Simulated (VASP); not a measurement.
Runs of VASP 6.6.1 on NaI. The structure is that of space group Fm-3m (No. 225), or close to it. The cells are those of the table. 

```tsv
task	cell	gap on the mesh (eV)	pressure (GPa)
single point	a = 4.484 Å, angles 60.0°, 2 atoms	3.81	1.7
electric field gradients	a = 4.607 Å, angles 60.0°, 2 atoms	3.59	0.1
single point	a = 4.607 Å, angles 60.0°, 2 atoms	3.59	0.1
electric field gradients	a = 4.577 Å, angles 60.0°, 2 atoms	3.64	0.4
single point	a = 4.546 Å, angles 60.0°, 2 atoms	3.70	0.8
single point	a = 4.667 Å, angles 60.0°, 2 atoms	3.49	-0.4
electric field gradients	a = 4.667 Å, angles 60.0°, 2 atoms	3.49	-0.4
electric field gradients	a = 4.484 Å, angles 60.0°, 2 atoms	3.81	(a)
electric field gradients	a = 4.546 Å, angles 60.0°, 2 atoms	3.70	0.8
```

Alike in all rows: level PBE; potentials or basis VASP PAW PBE potentials, release 64 (Na_pv, I); no spin polarisation; k mesh 8 × 8 × 8; cutoff (eV) 520; smearing fermi-dirac 0.02 eV.

Q: Estimate the missing entries.

A: (a) 1.6.

Caveats: spin-orbit coupling is left out, which moves the levels of the heavy elements.

A k mesh can miss the band edges, and the runs leave out spin-orbit coupling on I.
